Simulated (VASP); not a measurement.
Here is a VASP 6.6.1 calculation.

The input INCAR:

```
SYSTEM = Ni
ALGO = Normal
EDIFF = 1E-8
ENCUT = 520
GGA = PE
ISIF = 2
ISMEAR = -1
ISPIN = 2
LASPH = .True.
LCHARG = .False.
LEFG = .True.
LMAXMIX = 4
LORBIT = 11
LREAL = .False.
LWAVE = .False.
MAGMOM = 1.5
NBANDS = 15
NELM = 150
PREC = Accurate
SIGMA = 0.05
```

The input KPOINTS:

```
k-points
0
Gamma
  20 20 20
  0 0 0
```

File POSCAR:

```
Ni
1.0
    0.0000000000      1.7738236312      1.7738236312
    1.7738236312      0.0000000000      1.7738236312
    1.7738236312      1.7738236312      0.0000000000
Ni
1
Direct
    0.0000000000      0.0000000000      0.0000000000
```

Potentials or basis: VASP PAW PBE potentials, release 64 (Ni).

Command:

```console
$ cat potpaw_PBE.64/Ni/POTCAR > POTCAR
$ mpirun -np 1 vasp_std > vasp.out
```

**Question.** Predict the net moment.

**Answer.** 0.63 μB per cell.

**Question.** Predict the site moments.

**Answer.** Ni +0.65 μB.

**Question.** What does it give for the pressure?

**Answer.** -4.6 GPa.

Caveat: the cell stands under tension.
